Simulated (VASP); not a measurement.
KSi2Sb3:

```
K Si Sb
1.0
     3.23713   -5.43646    0.00000
     3.23713    5.43646    0.00000
     0.00000    0.00000    5.02295
K Si Sb
1 2 3
Cartesian
  0.0000 0.0000 0.0000
  1.6186 -2.7182 2.5115
  1.6186 2.7182 2.5115
  3.2371 -1.7515 0.0000
  3.2371 1.7515 0.0000
  3.2371 0.0000 2.5115
```

* Program: VASP 6.6.1
* Task: relaxation of cell and atoms
* Functional: PBEsol
* Potentials or basis: VASP PAW PBE potentials, release 64 (K_sv, Si, Sb)
* Cutoff: 600 eV
* k mesh: 4 × 4 × 4
* Occupations: fermi-dirac, width 0.03 eV
* Spin: no spin polarisation

At the start: pressure -3.4 GPa; volume 29.47 Å³/atom.

Question: How do energy, volume and symmetry change on relaxing?

Answer: Over 16 steps the energy falls by 140.3 meV/atom and the volume is 25.81 Å³/atom (-12.4 %); space group Cmmm (No. 65, to 0.1 Å) before and after.

The path:
```csv
step,energy change (eV),largest force (eV/Å),pressure (GPa),volume (Å³)
1,0.0000,0.6406,-3.37,176.79
2,-0.3149,0.8432,-0.26,161.34
3,-0.3488,0.8622,1.40,155.78
4,-0.5662,0.5101,1.15,153.81
5,-0.7272,0.2148,1.74,151.03
6,-0.4287,1.1777,5.73,144.10
7,-0.7596,0.1084,2.05,149.82
8,-0.7626,0.2106,2.30,149.22
9,-0.8105,0.0162,-1.61,160.44
10,-0.8289,0.0698,-0.41,156.46
11,-0.8402,0.0336,-0.28,155.80
12,-0.8413,0.0253,-0.23,155.54
13,-0.8416,0.0311,0.19,154.31
14,-0.8419,0.0282,0.02,154.82
15,-0.8420,0.0172,0.01,154.82
16,-0.8421,0.0010,0.00,154.84
```

Final structure:
```cif
data_structure
_symmetry_space_group_name_H-M 'P 1'
_symmetry_Int_Tables_number 1
_cell_length_a 6.3568
_cell_length_b 6.3568
_cell_length_c 5.0837
_cell_angle_alpha 90.000
_cell_angle_beta 90.000
_cell_angle_gamma 131.084
_cell_volume 154.84
loop_
_atom_site_label
_atom_site_type_symbol
_atom_site_fract_x
_atom_site_fract_y
_atom_site_fract_z
_atom_site_occupancy
K1 K 0.00000 0.00000 0.00000 1
Si1 Si 0.50000 0.00000 0.50000 1
Si2 Si 0.00000 0.50000 0.50000 1
Sb1 Sb 0.68075 0.31925 0.00000 1
Sb2 Sb 0.31925 0.68075 0.00000 1
Sb3 Sb 0.50000 0.50000 0.50000 1
```

Caveat: the PAW data sets were made with another functional, which shifts forces and pressure a little.
